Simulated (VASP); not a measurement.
Pt: single point with LDA

Crystal: Pt.

```xyz
1
Lattice="0.0000 1.9468 1.9809 2.1610 0.0000 1.9809 2.1610 1.9468 0.0000" Properties=species:S:1:pos:R:3 pbc="T T T"
Pt    0.0000    0.0000    0.0000
```

This cell differs from its parent crystal: normal strain along x +0.1100, normal strain along z +0.0175.

| Item | Value |
| --- | --- |
| Program | VASP 6.6.1 |
| Task | single point |
| Functional | LDA |
| Potentials or basis | VASP PAW LDA potentials, release 64 (Pt) |
| Cutoff | 520 eV |
| k mesh | 20 × 20 × 20 |
| Occupations | gaussian, width 0.15 eV |
| Spin | no spin polarisation |

The pressure is -25.4 GPa and the band gap on the k mesh is zero (bands 5 and 6 overlap by 2.21 eV).

Stress tensor (GPa, compression positive):
```
-30.26   0.00   0.00
  0.00 -22.77   0.00
  0.00   0.00 -23.13
```

Levels at points of the mesh, in eV from the Fermi level:
| k point | band 3 | band 4 | band 5 | band 6 | band 7 | band 8 |
| --- | --- | --- | --- | --- | --- | --- |
| (0.00, 0.00, 0.00) | -2.89 | -2.73 | -1.99 | -0.79 | 15.03 | 17.99 |
| (0.50, 0.00, 0.00) | -2.75 | -0.14 | -0.02 | 0.25 | 5.21 | 14.05 |
| (0.50, 0.50, 0.00) | -0.10 | -0.04 | 0.89 | 2.42 | 8.49 | 10.55 |
| (0.50, 0.00, 0.50) | -0.06 | 0.02 | 0.85 | 2.75 | 8.88 | 10.27 |
| (0.00, 0.50, 0.50) | 0.13 | 0.33 | 0.42 | 0.96 | 6.41 | 12.15 |

Run time: 4.7 min on 1 thread of Intel Xeon 8259CL, with other jobs on the host, peak memory 0.32 GiB.

Caveat: the cell differs from its parent crystal (normal strain along x +0.1100, normal strain along z +0.0175); the cell stands under tension; spin-orbit coupling is left out, which moves the levels of the heavy elements.
